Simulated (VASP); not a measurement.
# AlNi (P1) in VASP: a series of runs

The runs below take AlNi through single point, with PBE.

All numbers are computed with VASP 6.6.1; they aren't measurements. Logs are shortened: lines on timing, memory, paths and dates and some standing lists are left out, and cuts for length are marked.

## 1. The cell of the first run

The typed cell holds 2 atoms: a = 2.842 Å, b = 2.861 Å, c = 2.920 Å, α = 90.00°, β = 90.94°, γ = 90.53°.

## 2. Single point, PBE, collinear spin, ferromagnetic start

Input file INCAR:

```
PREC = Accurate
ENCUT = 520
EDIFF = 1E-6
ISMEAR = -1
SIGMA = 0.1
LREAL = F
LASPH = T
NELM = 150
ALGO = Normal
ISIF = 2
LWAVE = F
LCHARG = F
ISPIN = 2
MAGMOM = 0 1
LORBIT = 11
LMAXMIX = 4
GGA = PE
NBANDS = 18
```

Input file KPOINTS:

```
Automatic mesh
0
Gamma
  7 7 7
```

Input file POSCAR:

```
AlNi
1.0
    2.8416880045     -0.0132578297     -0.0236304841
   -0.0132578297      2.8610356505     -0.0001297830
   -0.0236304841     -0.0001297830      2.9198672697
Al Ni
1 1
Direct
    0.9994100000      0.0032500000      0.0032900000
    0.5028600000      0.4880900000      0.5061600000
```

Potentials or basis: VASP PAW PBE potentials, release 64 (Al, Ni).

Command:

```
cat potpaw_PBE.64/Al/POTCAR potpaw_PBE.64/Ni/POTCAR > POTCAR
mpirun -np 1 vasp_std > vasp.out
```

OUTCAR:

```text
PREC = Accurate
   ENCUT = 520
   EDIFF = 1E-6
   ISMEAR = -1
   LREAL = F
   LASPH = T
   NELM = 150
   ISIF = 2
   ISPIN = 2
   LORBIT = 11
   GGA = PE

 ion  position               nearest neighbor table
   1  0.999  0.003  0.003-   2 2.45   2 2.45   2 2.47   2 2.48   2 2.49   2 2.52   2 2.52   2 2.54

   2  0.503  0.488  0.506-   1 2.45   1 2.45   1 2.47   1 2.48   1 2.49   1 2.52   1 2.52   1 2.54

  LATTYP: Found a triclinic cell.
 ALAT       =     4.0410165719
 B/A-ratio  =     0.7225812713
 C/A-ratio  =     0.7080065920
 COS(alpha) =     0.0000523059
 COS(beta)  =     0.0065769043
 COS(gamma) =     0.7110430490

  Lattice vectors:

 A1 = (   2.8180575204,  -0.0133876127,   2.8962367856)
 A2 = (  -0.0236304841,  -0.0001297830,   2.9198672697)
 A3 = (   0.0132578297,  -2.8610356505,   0.0001297830)

Analysis of symmetry for initial positions (statically):
=====================================================================
 Subroutine PRICEL returns:
 Original cell was already a primitive cell.

 Routine SETGRP: Setting up the symmetry group for a
 triclinic supercell.

 Subroutine GETGRP returns: Found  1 space group operations
 (whereof  1 operations were pure point group operations)
 out of a pool of  2 trial point group operations.

The static configuration has the point symmetry C_1 .

Analysis of symmetry for dynamics (positions and initial velocities):
=====================================================================
 Subroutine PRICEL returns:
 Original cell was already a primitive cell.

 Routine SETGRP: Setting up the symmetry group for a
 triclinic supercell.

 Subroutine GETGRP returns: Found  1 space group operations
 (whereof  1 operations were pure point group operations)
 out of a pool of  2 trial point group operations.

The dynamic configuration has the point symmetry C_1 .

Analysis of structural, dynamic, and magnetic symmetry:
=====================================================================
 Subroutine PRICEL returns:
 Original cell was already a primitive cell.

 Routine SETGRP: Setting up the symmetry group for a
 triclinic supercell.

 Subroutine GETGRP returns: Found  1 space group operations
 (whereof  1 operations were pure point group operations)
 out of a pool of  2 trial point group operations.

The overall configuration has the point symmetry C_1 .

 Subroutine INISYM returns: Found  1 space group operations
 (whereof  1 operations are pure point group operations),
 and found     1 'primitive' translations

----------------------------------------------------------------------------------------

                                     Primitive cell

  volume of cell :      23.7369

  direct lattice vectors                    reciprocal lattice vectors
     2.841688004 -0.013257830 -0.023630484     0.351934811  0.001630969  0.002848281
    -0.013257830  2.861035650 -0.000129783     0.001630969  0.349531341  0.000028735
    -0.023630484 -0.000129783  2.919867270     0.002848281  0.000028735  0.342504374

  length of vectors
     2.841817180  2.861066371  2.919962892     0.351950115  0.349535147  0.342516218

  position of ions in fractional coordinates (direct lattice)
     0.999410000  0.003250000  0.003290000
     0.502860000  0.488090000  0.506160000

  ion indices of the primitive-cell ions
   primitive index   ion index
                 1           1
                 2           2

----------------------------------------------------------------------------------------

 KPOINTS: Automatic mesh

Automatic generation of k-mesh.
 Grid dimensions read from file:
 generate k-points for:    7    7    7

 Generating k-lattice:

  Cartesian coordinates                     Fractional coordinates (reciprocal lattice)
     0.050276402  0.000232996  0.000406897     0.142857143 -0.000000000 -0.000000000
     0.000232996  0.049933049  0.000004105     0.000000000  0.142857143  0.000000000
     0.000406897  0.000004105  0.048929196     0.000000000  0.000000000  0.142857143

  Length of vectors
     0.050278588  0.049933592  0.048930888

  Shift w.r.t. Gamma in fractional coordinates (k-lattice)
     0.000000000  0.000000000  0.000000000

 Subroutine IBZKPT returns following result:
 ===========================================

 Found    172 irreducible k-points:

 Following reciprocal coordinates:
            Coordinates               Weight
  0.000000  0.000000  0.000000      1.000000
  0.142857 -0.000000 -0.000000      2.000000
  0.285714 -0.000000  0.000000      2.000000
  0.428571 -0.000000  0.000000      2.000000
  0.000000  0.142857 -0.000000      2.000000
  0.142857  0.142857 -0.000000      2.000000
[... 16 lines left out ...]
 -0.428571  0.428571 -0.000000      2.000000
 -0.285714  0.428571  0.000000      2.000000
 [... further k-points ...]
   k-points           NKPTS =    172   k-points in BZ     NKDIM =    172   number of bands    NBANDS=     18
   number of dos      NEDOS =    301   number of ions     NIONS =      2
   total plane-waves  NPLWV =  13824
   dimension x,y,z NGX =    24 NGY =   24 NGZ =   24
   dimension x,y,z NGXF=    48 NGYF=   48 NGZF=   48
   ions per type =               1   1
   NGX,Y,Z   is equivalent  to a cutoff of  14.04, 13.95, 13.66 a.u.
   NGXF,Y,Z  is equivalent  to a cutoff of  28.08, 27.89, 27.33 a.u.
 SYSTEM =  unknown system
   PREC   = accura    normal or accurate (medium, high low for compatibility)
   ISTART =      0    job   : 0-new  1-cont  2-samecut
   ICHARG =      2    charge: 1-file 2-atom 10-const
   ISPIN  =      2    spin polarized calculation?
   LNONCOLLINEAR =      F non collinear calculations
   LSORBIT =      F    spin-orbit coupling
   LASPH  =      T    aspherical Exc in radial PAW
   ENCUT  =  520.0 eV  38.22 Ry    6.18 a.u.   5.28  5.32  5.43*2*pi/ulx,y,z
   NELM   =    150;   NELMIN=  2; NELMDL= -5     # of ELM steps
   EDIFF  = 0.1E-05   stopping-criterion for ELM
   LREAL  =      F    real-space projection
   EDIFFG = 0.1E-04   stopping-criterion for IOM
   NSW    =      0    number of steps for IOM
   IBRION =     -1    ionic relax: 0-MD 1-quasi-New 2-CG
   NFREE  =      0    steps in history (QN), initial steepest desc. (CG)
   ISIF   =      2    stress and relaxation
   ISYM   =      2    0-nonsym 1-usesym 2-fastsym
   POTIM  = 0.5000    time-step for ionic-motion
   TEBEG  =    0.0;   TEEND  =   0.0 temperature during run
   PSTRESS=    0.0 pullay stress
   NELECT =      13.0000    total number of electrons
   NUPDOWN=      -1.0000    fix difference up-down
   EMIN   =  10.00;   EMAX   =-10.00  energy-range for DOS
   EFERMI =   0.00;   METHOD = LEGACY
   ISMEAR =    -1;   SIGMA  =   0.10  broadening in eV -4-tet -1-fermi 0-gaus
   EFERMI_NEDOS =   21; number of points for ismear=-14 and -15
   IALGO  =     38    algorithm
   IMIX   =      4    mixing-type and parameters
     AMIX     =   0.40;   BMIX     =  1.00
     AMIX_MAG =   1.60;   BMIX_MAG =  1.00
  volume/ion in A,a.u.               =      11.87        80.09
  Fermi-wavevector in a.u.,A,eV,Ry     =   1.339413  2.531124 24.409228  1.794028
  Thomas-Fermi vector in A             =   2.467807
   LORBIT       =     11    0 simple, 1 ext, 2 COOP (PROOUT), +10 PAW based schemes
   GGA     = PE    functional components
   LHFCALC =     F    Hartree Fock is set to
   AEXX    =    0.0000 exact exchange contribution
   IVDW    =     0    specifies the selected vdW correction
   LEPSILON=     F    determine dielectric tensor
   LRPA    =     F    only Hartree local field effects (RPA)
 spin polarized calculation
  energy-cutoff  :      520.00
  volume of cell :       23.74
 maximum number of plane-waves:       652
 NGX is ok and might be reduce to    24
   NGX = 11   NGY = 11   NGZ = 11

 number of electron      12.9999996 magnetization      -0.0011030

 number of electron      12.9999996 magnetization       0.0002924

 Free energy of the ion-electron system (eV)
  ---------------------------------------------------
  ext. energy  EPLUGINS =         0.00000000
  ---------------------------------------------------
  free energy    TOTEN  =       -10.54638530 eV

  energy without entropy =      -10.52614190  energy(sigma->0) =      -10.53626360

 E-fermi :  10.2516     XC(G=0): -12.0822

 val. band max:       10.2515511033   @ k =   0.0000  -0.0000   0.2857
 cond. band min:      10.2524540724   @ k =  -0.4286   0.4286   0.4286
 fundamental gap:      0.0009029691
 Fermi energy:        10.2516050981

 spin component 1

 k-point     1 :       0.0000    0.0000    0.0000
  band No.  band energies     occupation
      1      -1.0686      1.00000
      2       6.8563      1.00000
      3       6.8898      1.00000
      4       8.5396      1.00000
      5       8.5733      1.00000
      6       8.6368      1.00000
[... 10 lines left out ...]
     17      33.5232      0.00000
     18      33.7589      0.00000
[... 463 lines left out ...]
 k-point    24 :      -0.2857    0.4286    0.0000
  band No.  band energies     occupation
      1       3.4026      1.00000
      2       5.4395      1.00000
      3       7.4455      1.00000
      4       7.7433      1.00000
      5       7.9317      1.00000
      6       8.2144      1.00000
[... 10 lines left out ...]
     17      31.6941      0.00000
     18      34.9716      0.00000

 [... further k-points ...]

 spin component 2

 k-point     1 :       0.0000    0.0000    0.0000
  band No.  band energies     occupation
      1      -1.0687      1.00000
      2       6.8564      1.00000
      3       6.8899      1.00000
      4       8.5398      1.00000
      5       8.5735      1.00000
      6       8.6370      1.00000
[... 10 lines left out ...]
     17      33.5230      0.00000
     18      33.7588      0.00000
[... 463 lines left out ...]
 k-point    24 :      -0.2857    0.4286    0.0000
  band No.  band energies     occupation
      1       3.4025      1.00000
      2       5.4395      1.00000
      3       7.4456      1.00000
      4       7.7434      1.00000
      5       7.9319      1.00000
      6       8.2146      1.00000
[... 10 lines left out ...]
     17      31.6941      0.00000
     18      34.9716      0.00000

 [... further k-points ...]

------------------------ aborting loop because EDIFF is reached ----------------------------------------

  FORCE on cell =-STRESS in cart. coord.  units (eV):
  Direction    XX          YY          ZZ          XY          YZ          ZX
  --------------------------------------------------------------------------------------
  -------------------------------------------------------------------------------------
  Total        0.7008821      0.5524317      0.2976419      0.1489163      0.0061120      0.2894488
  in kB       47.3076510     37.2876499     20.0900256     10.0514469      0.4125420     19.5370132
  external PRESSURE =      34.8951088 kB  Pullay stress =       0.0000000 kB

 VOLUME and BASIS-vectors are now :
 -----------------------------------------------------------------------------
  energy-cutoff  :      520.00
  volume of cell :       23.74
      direct lattice vectors                 reciprocal lattice vectors
     2.841688004 -0.013257830 -0.023630484     0.351934811  0.001630969  0.002848281
    -0.013257830  2.861035650 -0.000129783     0.001630969  0.349531341  0.000028735
    -0.023630484 -0.000129783  2.919867270     0.002848281  0.000028735  0.342504374

 POSITION                                       TOTAL-FORCE (eV/Angst)
 -----------------------------------------------------------------------------------
      2.83989     -0.00395     -0.01401         0.053791     -0.263240      0.055819
      1.41054      1.38971      1.46597        -0.053791      0.263240     -0.055819
 -----------------------------------------------------------------------------------
    total drift:                               -0.000075     -0.000081     -0.000087

  FREE ENERGIE OF THE ION-ELECTRON SYSTEM (eV)
  ---------------------------------------------------
  free  energy   TOTEN  =       -10.5463852994 eV

  energy  without entropy=      -10.5261419025  energy(sigma->0) =      -10.53626360

 total charge

# of ion       s       p       d       tot
------------------------------------------
    1        0.386   0.417   0.000   0.802
    2        0.479   0.520   8.482   9.482
--------------------------------------------------
tot          0.864   0.937   8.482  10.284

 magnetization (x)

# of ion       s       p       d       tot
------------------------------------------
    1        0.000  -0.000   0.000  -0.000
    2       -0.000  -0.000   0.000   0.000
--------------------------------------------------
tot          0.000  -0.000   0.000   0.000
```

It took 37 s on 1 thread of Intel Xeon 6975P-C (Granite Rapids), shared host; peak memory 0.23 GiB.

What came out:

```
Free energy                                           : -10.5464 eV
Pressure                                              : 3.5 GPa
Largest force                                         : 0.274 eV/Å
Net moment                                            : 0.00 μB per cell
Valence electrons inside the program's atomic spheres : Al 0.80; Ni 9.48
```

Forces on the atoms (eV/Å):
```
Al   0.054 -0.263  0.056
Ni  -0.054  0.263 -0.056
```

Caveat: the cell stands under pressure.

[end of part 1 of 2]
